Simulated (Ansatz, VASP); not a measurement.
## Ce: VASP beside Ansatz

```xyz
1
Lattice="0.0000 2.3390 2.3390 2.3390 0.0000 2.3390 2.3390 2.3390 0.0000" Properties=species:S:1:pos:R:3 pbc="T T T"
Ce    0.0000    0.0000    0.0000
```

Alike in both runs: task single point; functional r2SCAN; k mesh 12 × 12 × 12; occupations methfessel-paxton of order 1, width 0.6 eV; no spin polarisation.

|  | VASP | Ansatz |
| --- | --- | --- |
| version | VASP 6.6.1 | Ansatz 0.2.0 |
| potentials or method | VASP PAW PBE potentials, release 64 (Ce), cutoff 520 eV | plane waves (500 eV) with PAW, scalar-relativistic |
| valence electrons in the cell | 12 | 12 |

Ansatz gave:

* pressure (GPa): -1.6

Which values does VASP return?

Pressure (GPa): -1.7.

VASP's potentials were made for PBE, not for r2SCAN. With one functional, cell and mesh, what is left measures potentials, basis and numerics.

Spin-orbit coupling is off throughout.
